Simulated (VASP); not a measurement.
A run of VASP 6.6.1 is set up as follows.

The input INCAR:

```
SYSTEM = MoS2
PREC = Accurate
ENCUT = 520
EDIFF = 1E-6
ISMEAR = -1
SIGMA = 0.05
LREAL = .FALSE.
LASPH = .TRUE.
NELM = 60
ALGO = Normal
ISIF = 2
LWAVE = .FALSE.
LCHARG = .TRUE.
GGA = RP
IVDW = 13
LELF = .TRUE.
LVHAR = .TRUE.
NBANDS = 35
```

File KPOINTS:

```
Automatic mesh
0
G
  10 10 3
  0 0 0
```

File POSCAR:

```
MoS2
1.0
    3.1477309028      0.0000000000      0.0000000000
   -1.5738654514      2.7260149261      0.0000000000
    0.0000000000      0.0000000000     12.2412860984
Mo S
2 4
Direct
    0.6666666667      0.3333333333      0.7500000000
    0.3333333333      0.6666666667      0.2500000000
    0.6666666667      0.3333333333      0.3770000000
    0.3333333333      0.6666666667      0.8770000000
    0.6666666667      0.3333333333      0.1230000000
    0.3333333333      0.6666666667      0.6230000000
```

Potentials or basis: VASP PAW PBE potentials, release 64 (Mo_sv, S).

The run is started by

```bash
$ cat potpaw_PBE.64/Mo_sv/POTCAR potpaw_PBE.64/S/POTCAR > POTCAR
$ mpirun -np 1 vasp_std > vasp.out
```

Estimate the band gap on the k mesh.

0.97 eV, indirect (least direct gap 1.92 eV).

What does it give for the dispersion energy per atom?

-0.890 eV.

What does it give for the largest force?

0.257 eV/Å.

Estimate the pressure.

-0.6 GPa.

Forces on the atoms (eV/Å):
```
Mo   0.000  0.000  0.000
Mo   0.000  0.000  0.000
S    0.000  0.000  0.257
S    0.000  0.000  0.257
S    0.000  0.000 -0.257
S    0.000  0.000 -0.257
```

Caveat: the PAW data sets were made with another functional, which shifts forces and pressure a little.

**What was measured.**

“Multiwavelength excitation Raman Scattering Analysis of bulk and 2 dimensional MoS2: Vibrational properties of atomically thin MoS2 layers”, 2015, arxiv:1506.03228 reports, for a bulk crystal of MoS2 at 300 K: band gap 1.3 eV (indirect).

A measured gap of MoS2 is 1.3 eV (indirect; 300 K; “Multiwavelength excitation Raman Scattering Analysis of bulk and 2 dimensional MoS2: Vibrational properties of atomically thin MoS2 layers”, 2015, arxiv:1506.03228); the calculated 0.97 eV misses it by -0.33 eV. Spin-orbit coupling on Mo is left out. The value is that of RPBE+D4 on a finite k mesh, which can miss the band edges, without temperature or zero-point motion. Semilocal functionals fall short of measured gaps as a rule.
